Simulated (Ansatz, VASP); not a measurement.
## Be: VASP beside Ansatz

```
CELL_PARAMETERS angstrom
2.55879 0.00000 0.00000
-1.27939 2.21597 0.00000
0.00000 0.00000 4.21092
ATOMIC_POSITIONS crystal
Be 0.33333 0.66667 0.25000
Be 0.66667 0.33333 0.75000
```

Alike in both runs: task relaxation of cell and atoms; functional r2SCAN; k mesh 12 × 12 × 6; occupations gaussian, width 0.1 eV; no spin polarisation.

|  | VASP | Ansatz |
| --- | --- | --- |
| version | VASP 6.6.1 | Ansatz 0.2.0 |
| potentials or method | VASP PAW PBE potentials, release 64 (Be), cutoff 600 eV | scalar-relativistic, plane waves, PAW |
| valence electrons in the cell | 4 | 4 |

```tsv
	VASP	Ansatz	Ansatz less VASP
gap on the k mesh at the Fermi level, each at its own relaxed structure (eV)	none	none	-
relaxed volume (Å³/atom)	7.94	7.90	-0.035
relaxed cell length with the largest relative difference (Å)	3.570	3.565	-0.0055
```

VASP's potentials were made for PBE, not for r2SCAN. A gap of «none» marks a metal or a gap that the smearing closes.

Noted on VASP's run: the volume moved by over 15 % at a fixed basis, so the end points are rough.
